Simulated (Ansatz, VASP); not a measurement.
## MgO: VASP beside Ansatz

```
Mg O
1.0
     0.00000    2.12691    2.12691
     2.12691    0.00000    2.12691
     2.12691    2.12691    0.00000
Mg O
1 1
Cartesian
  0.0000 0.0000 0.0000
  2.1269 2.1269 2.1269
```

Alike in both runs: functional PBE; k mesh 10 × 10 × 10; occupations gaussian, width 0.02 eV; no spin polarisation.

Ansatz relaxed the structure, and its values are those at the end. VASP's run is a single point on that final structure, the one shown.

```csv
,VASP,Ansatz
version,VASP 6.6.1,Ansatz 0.2.0
potentials or method,"VASP PAW PBE potentials, release 64 (Mg_sv, O), cutoff 840 eV","scalar-relativistic, plane waves, PAW"
valence electrons in the cell,16,16
```

|  | VASP | Ansatz | Ansatz less VASP |
| --- | --- | --- | --- |
| gap on the k mesh at the Fermi level (eV) | 4.46 | 4.46 | +0.003 |
| least direct gap on the mesh (eV) | 4.46 | 4.46 | +0.003 |
| pressure (GPa) | 0.0 | 0.0 | -0.04 |
